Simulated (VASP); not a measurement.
# Al (Fm-3m) in VASP: further runs, part 2 of 2

VASP 6.6.1. The steps go on from the part before.

## (4) Single point, PBE

This run uses another cell than the first one, of 17.43 Å³/atom, 1.050 times its volume.

INCAR reads:

```
  PREC = Accurate
  ENCUT = 520
  EDIFF = 1E-6
  ISMEAR = 0
  SIGMA = 0.1
  LREAL = F
  LASPH = T
  NELM = 80
  ALGO = Normal
  ISIF = 2
  LWAVE = F
  LCHARG = F
  GGA = PE
  NBANDS = 8
```

KPOINTS reads:

```
regular mesh
0
Gamma
  10 10 10
```

POSCAR reads:

```
Al
1.0
    0.0000000000      2.0580044253      2.0580044253
    2.0580044253      0.0000000000      2.0580044253
    2.0580044253      2.0580044253      0.0000000000
Al
1
Direct
    0.0000000000      0.0000000000      0.0000000000
```

Potentials or basis: VASP PAW PBE potentials, release 64 (Al).

Command:

```sh
cat potpaw_PBE.64/Al/POTCAR > POTCAR
mpirun -np 1 vasp_std > vasp.out
```

OUTCAR:

```text
PREC = Accurate
   ENCUT = 520
   EDIFF = 1E-6
   ISMEAR = 0
   LREAL = F
   LASPH = T
   NELM = 80
   ISIF = 2
   GGA = PE

 ion  position               nearest neighbor table
   1  0.000  0.000  0.000-

  LATTYP: Found a face centered cubic cell.
 ALAT       =     4.1160088506

  Lattice vectors:

 A1 = (   0.0000000000,   2.0580044253,   2.0580044253)
 A2 = (   2.0580044253,   0.0000000000,   2.0580044253)
 A3 = (   2.0580044253,   2.0580044253,   0.0000000000)

Analysis of symmetry for initial positions (statically):
=====================================================================
 Subroutine PRICEL returns:
 Original cell was already a primitive cell.

 Routine SETGRP: Setting up the symmetry group for a
 face centered cubic supercell.

 Subroutine GETGRP returns: Found 48 space group operations
 (whereof 48 operations were pure point group operations)
 out of a pool of 48 trial point group operations.

The static configuration has the point symmetry O_h .

Analysis of symmetry for dynamics (positions and initial velocities):
=====================================================================
 Subroutine PRICEL returns:
 Original cell was already a primitive cell.

 Routine SETGRP: Setting up the symmetry group for a
 face centered cubic supercell.

 Subroutine GETGRP returns: Found 48 space group operations
 (whereof 48 operations were pure point group operations)
 out of a pool of 48 trial point group operations.

The dynamic configuration has the point symmetry O_h .

 Subroutine INISYM returns: Found 48 space group operations
 (whereof 48 operations are pure point group operations),
 and found     1 'primitive' translations

----------------------------------------------------------------------------------------

                                     Primitive cell

[... 103 lines left out ...]
   ISMEAR =     0;   SIGMA  =   0.10  broadening in eV -4-tet -1-fermi 0-gaus
   EFERMI_NEDOS =   21; number of points for ismear=-14 and -15
   IALGO  =     38    algorithm
   IMIX   =      4    mixing-type and parameters
     AMIX     =   0.40;   BMIX     =  1.00
     AMIX_MAG =   1.60;   BMIX_MAG =  1.00
  volume/ion in A,a.u.               =      17.43       117.64
  Fermi-wavevector in a.u.,A,eV,Ry     =   0.910596  1.720776 11.281741  0.829185
  Thomas-Fermi vector in A             =   2.034776
   LORBIT       =      0    0 simple, 1 ext, 2 COOP (PROOUT), +10 PAW based schemes
   GGA     = PE    functional components
   LHFCALC =     F    Hartree Fock is set to
   AEXX    =    0.0000 exact exchange contribution
   IVDW    =     0    specifies the selected vdW correction
   LEPSILON=     F    determine dielectric tensor
   LRPA    =     F    only Hartree local field effects (RPA)
 non-spin polarized calculation
 Gauss-broadening in eV      SIGMA  =   0.10
  energy-cutoff  :      520.00
  volume of cell :       17.43
 maximum number of plane-waves:       495
 NGX is ok and might be reduce to    24
   NGX = 11   NGY = 11   NGZ = 11

 number of electron       3.0000000 magnetization

 Free energy of the ion-electron system (eV)
  ---------------------------------------------------
  ext. energy  EPLUGINS =         0.00000000
  ---------------------------------------------------
  free energy    TOTEN  =        -3.71680291 eV

  energy without entropy =       -3.71153142  energy(sigma->0) =       -3.71416716

 E-fermi :   7.5802     XC(G=0):  -9.9997

 val. band max:        7.5541000957   @ k =  -0.3000   0.4000   0.1000
 cond. band min:       7.6135520809   @ k =  -0.4000   0.4000   0.1000
 fundamental gap:      0.0594519852
 Fermi energy:         7.5802010496

 k-point     1 :       0.0000    0.0000    0.0000
  band No.  band energies     occupation
      1      -3.3223      2.00000
      2      19.7561      0.00000
      3      19.7561      0.00000
      4      19.7561      0.00000
      5      20.8422      0.00000
      6      20.8422      0.00000
      7      20.8423      0.00000
      8      23.5095      0.00000
[... 243 lines left out ...]
 k-point    24 :       0.4000    0.3000    0.0000
  band No.  band energies     occupation
      1       1.0669      2.00000
      2      10.8173      0.00000
      3      11.1516      0.00000
      4      13.6078      0.00000
      5      14.9476      0.00000
      6      18.2504      0.00000
      7      28.3360      0.00000
      8      30.4192      0.00000

 [... further k-points ...]
[... 5 lines left out ...]
  --------------------------------------------------------------------------------------
  -------------------------------------------------------------------------------------
  Total       -0.3771994     -0.3771994     -0.3771994     -0.0000000     -0.0000000     -0.0000000
  in kB      -34.6667103    -34.6667103    -34.6667103     -0.0000000     -0.0000000     -0.0000000
  external PRESSURE =     -34.6667103 kB  Pullay stress =       0.0000000 kB

 VOLUME and BASIS-vectors are now :
 -----------------------------------------------------------------------------
  energy-cutoff  :      520.00
  volume of cell :       17.43
      direct lattice vectors                 reciprocal lattice vectors
     0.000000000  2.058004425  2.058004425    -0.242953802  0.242953802  0.242953802
     2.058004425  0.000000000  2.058004425     0.242953802 -0.242953802  0.242953802
     2.058004425  2.058004425  0.000000000     0.242953802  0.242953802 -0.242953802

 POSITION                                       TOTAL-FORCE (eV/Angst)
 -----------------------------------------------------------------------------------
      0.00000      0.00000      0.00000         0.000000      0.000000      0.000000
 -----------------------------------------------------------------------------------
    total drift:                               -0.000000      0.000000      0.000000

  FREE ENERGIE OF THE ION-ELECTRON SYSTEM (eV)
  ---------------------------------------------------
  free  energy   TOTEN  =        -3.7168029069 eV

  energy  without entropy=       -3.7115314219  energy(sigma->0) =       -3.71416716
```

OSZICAR:

```text
N       E                     dE             d eps       ncg     rms          rms(c)
DAV:   1    -0.212896873749E+01   -0.21290E+01   -0.81198E+02   752   0.205E+02
DAV:   2    -0.373119117338E+01   -0.16022E+01   -0.13548E+01  1112   0.185E+01
DAV:   3    -0.373864627146E+01   -0.74551E-02   -0.74465E-02   912   0.150E+00
DAV:   4    -0.373867101813E+01   -0.24747E-04   -0.24746E-04  1216   0.853E-02
DAV:   5    -0.373867105135E+01   -0.33226E-07   -0.33374E-07   896   0.168E-03    0.121E+00
DAV:   6    -0.372596043531E+01    0.12711E-01   -0.19761E-03  1024   0.208E-01    0.701E-01
DAV:   7    -0.371681247686E+01    0.91480E-02   -0.57883E-03   928   0.335E-01    0.136E-01
DAV:   8    -0.371680466483E+01    0.78120E-05   -0.14680E-05  1088   0.273E-02    0.754E-03
DAV:   9    -0.371680336180E+01    0.13030E-05   -0.95361E-07   984   0.405E-03    0.761E-04
DAV:  10    -0.371680290686E+01    0.45494E-06   -0.47159E-09   728   0.462E-04
   1 F= -.37168029E+01 E0= -.37141672E+01  d E =-.527148E-02
```

It took 2.2 s on 1 thread of Intel Xeon 6975P-C (Granite Rapids), shared host; peak memory 0.13 GiB.

What came out:

| Property | Result |
| --- | --- |
| Free energy | -3.7168 eV |
| Pressure | -3.5 GPa |

## (5) The runs side by side

```csv
cell,gap on the mesh (eV),pressure (GPa)
"a = 2.864 Å, angles 60.0°, 1 atom",none,-0.6
"a = 2.887 Å, angles 60.0°, 1 atom",none,-2.1
"a = 2.910 Å, angles 60.0°, 1 atom",none,-3.5
```

Alike in all rows: task single point; level PBE; potentials or basis VASP PAW PBE potentials, release 64 (Al); no spin polarisation; k mesh 10 × 10 × 10; cutoff (eV) 520; smearing gaussian 0.1 eV.

Total energies depend on the potentials used, so only differences within one code and one set of settings carry meaning.
